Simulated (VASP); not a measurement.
A run of VASP 6.6.1 is set up as follows.

File INCAR:

```
PREC = Accurate ; ENCUT = 600
EDIFF = 1E-6 ; ISMEAR = 0
SIGMA = 0.01 ; LREAL = False
LASPH = True ; NELM = 80
ALGO = Normal ; ISIF = 3
LWAVE = False ; LCHARG = False
GGA = PS ; IBRION = 2
NSW = 80 ; EDIFFG = -0.001
PSTRESS = 500.0
```

File KPOINTS:

```
Automatic mesh
0
Gamma
  10 10 10
```

Contents of POSCAR:

```
ZnS
1.0
    0.0000000000      2.6782590745      2.6782590745
    2.6782590745      0.0000000000      2.6782590745
    2.6782590745      2.6782590745      0.0000000000
Zn S
1 1
Direct
    0.0000000000      0.0000000000      0.0000000000
    0.7500000000      0.7500000000      0.7500000000
```

Potentials or basis: VASP PAW PBE potentials, release 64 (Zn, S).

Launch:

```bash
$ cat potpaw_PBE.64/Zn/POTCAR potpaw_PBE.64/S/POTCAR > POTCAR
$ mpirun -np 1 vasp_std > vasp.out
```

(1) Estimate the space group after relaxing (to 0.1 Å).

(2) What does it give for the relaxed cell?

(3) What does it give for the relaxed volume?

## Answers

(1) F-43m (No. 216).

(2) a = 3.413 Å, b = 3.413 Å, c = 3.413 Å, α = 60.00°, β = 60.00°, γ = 60.00°.

(3) 14.05 Å³/atom.

Caveat: the cell is relaxed towards a set pressure, so the run minimises the enthalpy, not the energy; the volume moved by over 15 % at a fixed basis, so the end points are rough; the PAW data sets were made with another functional, which shifts forces and pressure a little.
